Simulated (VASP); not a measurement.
Runs of VASP 6.6.1 on TePd. It takes space group Pm-3m (No. 221, cubic). Conventional cell: a = 3.631 Å, b = 3.631 Å, c = 3.631 Å, α = 90.00°, β = 90.00°, γ = 90.00°. Pd (site symmetry m-3m) has 8 Te at 3.14 Å and 6 Pd at 3.63 Å within 4.1 Å. Te (site symmetry m-3m) has 8 Pd at 3.14 Å and 6 Te at 3.63 Å within 4.1 Å. 

| spin | fixed moment (μB) | gap on the mesh (eV) | pressure (GPa) | moment (μB) |
| --- | --- | --- | --- | --- |
| collinear, ferromagnetic start | 1.0 | - | -15.4 | 1.00 |
| collinear, ferromagnetic start | 1.8 | - | (a) | 1.80 |
| collinear, ferromagnetic start | - | none | -17.6 | 0.06 |
| collinear, zero start | 0.0 | - | -17.6 | 0.00 |
| off | - | none | -17.6 | - |

Alike in all rows: task single point; level LDA+U; potentials or basis VASP PAW LDA potentials, release 64 (Pd, Te); Pd d U = 5.0 eV, J = 0.9 eV; cell as given; k mesh 5 × 5 × 5; cutoff (eV) 500; smearing gaussian 0.05 eV.

Q: Estimate the missing entries.

A: (a) -10.9.

Caveats: spin-orbit coupling is left out, which moves the levels of the heavy elements; the U is typed as a test and isn't derived for this compound; the total moment is fixed, so each spin has its own Fermi level (some runs); U without spin polarisation on a metal has little footing (some runs).

A k mesh can miss the band edges, and the runs leave out spin-orbit coupling on Pd, Te.

A gap of «none» marks levels without a gap at the run's occupations.
